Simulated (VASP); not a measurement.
## Mg: single point with r2SCAN

The system is Mg.

```xyz
1
Lattice="3.0331 0.0000 0.0000 0.0000 3.0331 0.0000 0.0000 0.0000 3.0331" Properties=species:S:1:pos:R:3 pbc="T T T"
Mg    0.0000    0.0000    0.0000
```

This isn't the form of Mg at room conditions, which is hcp.

- Program: VASP 6.6.1
- Task: single point
- Functional: r2SCAN
- Potentials or basis: VASP PAW PBE potentials, release 64 (Mg)
- Cutoff: 520 eV
- k mesh: 12 × 12 × 12
- Occupations: fermi-dirac, width 0.1 eV
- Spin: no spin polarisation

| Item | Value |
| --- | --- |
| Pressure | -1.0 GPa |
| Band gap on the k mesh | zero (bands 1 and 2 overlap by 7.02 eV) |

Levels at points of the mesh, in eV from the Fermi level:
| k point | band 1 | band 2 | band 3 | band 4 | band 5 |
| --- | --- | --- | --- | --- | --- |
| (0.00, 0.00, 0.00) | -6.52 | 8.70 | 8.70 | 10.22 | 10.22 |
| (0.50, 0.00, 0.00) | -2.31 | -2.10 | 11.28 | 13.85 | 13.85 |
| (0.50, 0.50, 0.00) | 1.44 | 1.44 | 2.47 | 2.85 | 16.67 |
| (0.50, 0.50, 0.50) | 4.92 | 4.92 | 4.92 | 6.09 | 6.09 |

Wall time 16 s on 1 thread of Intel(R) Xeon(R) 6975P-C (Granite Rapids), on a shared host, peak memory 0.15 GiB.

Caveat: the PAW data sets were made with another functional, which shifts forces and pressure a little.
